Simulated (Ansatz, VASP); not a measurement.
C: VASP beside Ansatz

File POSCAR:

```
C
1.0
    2.4553979485      0.0000000000      0.0000000000
   -1.2276989742      2.1264369998      0.0000000000
    0.0000000000      0.0000000000      6.6643944312
C
4
Direct
    0.0000000000      0.0000000000      0.2500000000
    0.0000000000      0.0000000000      0.7500000000
    0.3333333333      0.6666666667      0.2500000000
    0.6666666667      0.3333333333      0.7500000000
```

INCAR.step1

```
SYSTEM = C
PREC = Accurate ; ENCUT = 660
ISMEAR = -1 ; SIGMA = 0.02
LREAL = .False. ; LASPH = .True.
NELM = 120 ; NBANDS = 16
GGA = PE ; ALGO = Normal
EDIFF = 1E-5 ; LWAVE = .True.
LCHARG = .False. ; GGA_COMPAT = .False.
```

The input INCAR.step2:

```
SYSTEM = C
PREC = Accurate ; ENCUT = 660
EDIFF = 1E-6 ; ISMEAR = -1
SIGMA = 0.02 ; LREAL = .False.
LASPH = .True. ; NELM = 120
ALGO = Normal ; ISIF = 2
LWAVE = .False. ; LCHARG = .False.
METAGGA = R2SCAN ; LMIXTAU = .True.
NBANDS = 16 ; ISTART = 1
GGA_COMPAT = .False.
```

File KPOINTS:

```
Automatic mesh
0
Gamma
  12 12 4
  0 0 0
```

Input for Ansatz:

```yaml
crystal:
  lattice:
    - [2.4553979485, 0.0, 0.0]
    - [-1.2276989742, 2.1264369998, 0.0]
    - [0.0, 0.0, 6.6643944312]
  atoms:
    - { symbol: C, position: [0.0, 0.0, 0.25] }
    - { symbol: C, position: [0.0, 0.0, 0.75] }
    - { symbol: C, position: [0.3333333333, 0.6666666667, 0.25] }
    - { symbol: C, position: [0.6666666667, 0.3333333333, 0.75] }
kpoints:
  mp_grid: { grid: [12, 12, 4] }
  band_path:
    path:
      - [0.0, 0.0, 0.0]
      - [0.5, 0.0, 0.0]
      - [0.3333333333, 0.3333333333, 0.0]
      - [0.0, 0.0, 0.5]
      - [0.5, 0.0, 0.5]
      - [0.3333333333, 0.3333333333, 0.5]
      - [0.3333333333, 0.3333333333, 0.45]
    npoints: 1
hamiltonian:
  xc: r2scan
scf:
  occupations: { method: fermi_dirac, width: 0.02 }
  n_extra_bands: 5
output:
  forces: true
  stress: true
  eigenvalues: true
```

Alike in both runs: task single point; functional r2SCAN; k mesh 12 × 12 × 4; occupations fermi-dirac, width 0.02 eV; no spin polarisation.

|  | VASP | Ansatz |
| --- | --- | --- |
| version | VASP 6.6.1 | Ansatz 0.2.0 |
| potentials or method | VASP PAW PBE potentials, release 64 (C) | plane waves, PAW |
| plane-wave cutoff (eV) | 660 | 500 |
| valence electrons in the cell | 16 | 16 |

|  | VASP | Ansatz | Ansatz less VASP |
| --- | --- | --- | --- |
| pressure (GPa) | 0.7 | 0.7 | -0.03 |
| traceless stress, the component that is largest in VASP (GPa) | 0.53 | 1.09 | +0.562 |

VASP's potentials were made for PBE, not for r2SCAN.
